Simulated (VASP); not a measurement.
The system is Sn.

```
CELL_PARAMETERS angstrom
2.93317 0.00000 0.00000
0.00000 2.93317 0.00000
0.00000 0.00000 2.93317
ATOMIC_POSITIONS crystal
Sn 0.00000 0.00000 0.00000
```

* Program: VASP 6.6.1
* Task: relaxation of cell and atoms
* Functional: PBE
* Potentials or basis: VASP PAW PBE potentials, release 64 (Sn_d)
* Cutoff: 600 eV
* k mesh: 14 × 14 × 14
* Occupations: fermi-dirac, width 0.03 eV
* Spin: no spin polarisation

At the start: pressure 10.3 GPa; volume 25.24 Å³/atom.

Question: How do energy, volume and symmetry change on relaxing?

Answer: Over 5 steps the energy falls by 115.5 meV/atom and the volume is 29.39 Å³/atom (+16.5 %); space group Pm-3m (No. 221, to 0.05 Å).

The path:
| step | energy change (eV) | largest force (eV/Å) | pressure (GPa) | volume (Å³) |
| --- | --- | --- | --- | --- |
| 1 | 0.0000 | 0.0000 | 10.33 | 25.24 |
| 2 | -0.0936 | 0.0000 | -2.88 | 31.66 |
| 3 | -0.1155 | 0.0000 | 0.05 | 29.37 |
| 4 | -0.1155 | 0.0000 | -0.08 | 29.45 |
| 5 | -0.1155 | 0.0000 | 0.01 | 29.39 |

Final structure:
```cif
data_structure
_symmetry_space_group_name_H-M 'P 1'
_symmetry_Int_Tables_number 1
_cell_length_a 3.0861
_cell_length_b 3.0861
_cell_length_c 3.0861
_cell_angle_alpha 90.000
_cell_angle_beta 90.000
_cell_angle_gamma 90.000
_cell_volume 29.39
loop_
_atom_site_label
_atom_site_type_symbol
_atom_site_fract_x
_atom_site_fract_y
_atom_site_fract_z
_atom_site_occupancy
Sn1 Sn 0.00000 0.00000 0.00000 1
```

Caveat: the volume moved by over 15 % at a fixed basis, so the end points are rough.
